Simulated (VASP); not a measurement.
Here is a VASP 6.6.1 calculation.

The input INCAR:

```
ADDGRID = F
ALGO = Normal
EDIFF = 1E-6
EFERMI = MIDGAP
ENCUT = 520
GGA = PS
GGA_COMPAT = F
ISIF = 0
ISMEAR = 0
LASPH = T
LCHARG = F
LREAL = Auto
LWAVE = F
NELM = 120
NELMDL = -8
PREC = Accurate
ROPT = -0.00025 -0.00025 -0.00025
SIGMA = 0.03
```

KPOINTS

```
k-points
0
Gamma
  1 1 1
```

File POSCAR:

```
HCN
1.0
   10.0000000000      0.0000000000      0.0000000000
    0.0000000000     12.0000000000      0.0000000000
    0.0000000000      0.0000000000     10.0000000000
C N H
1 1 1
Direct
    0.5004600000      0.4987000000      0.5025550000
    0.5262200000      0.5891500000      0.5286350000
    0.4763800000      0.4143500000      0.4781650000
```

Potentials or basis: VASP PAW PBE potentials, release 64 (C, N, H).

Run with:

```bash
$ cat potpaw_PBE.64/C/POTCAR potpaw_PBE.64/N/POTCAR potpaw_PBE.64/H/POTCAR > POTCAR
$ mpirun -np 1 vasp_gam > vasp.out
```

**Question.** Estimate the gap between the frontier levels.

**Answer.** 7.99 eV.

**Question.** What does it give for the largest force?

**Answer.** 1.756 eV/Å.

Forces in eV/Å, atoms in the order of the input:
```
C   -0.316 -1.321 -0.321
N    0.397  1.663  0.402
H   -0.081 -0.342 -0.081
```

Caveat: the PAW data sets were made with another functional, which shifts forces and pressure a little.
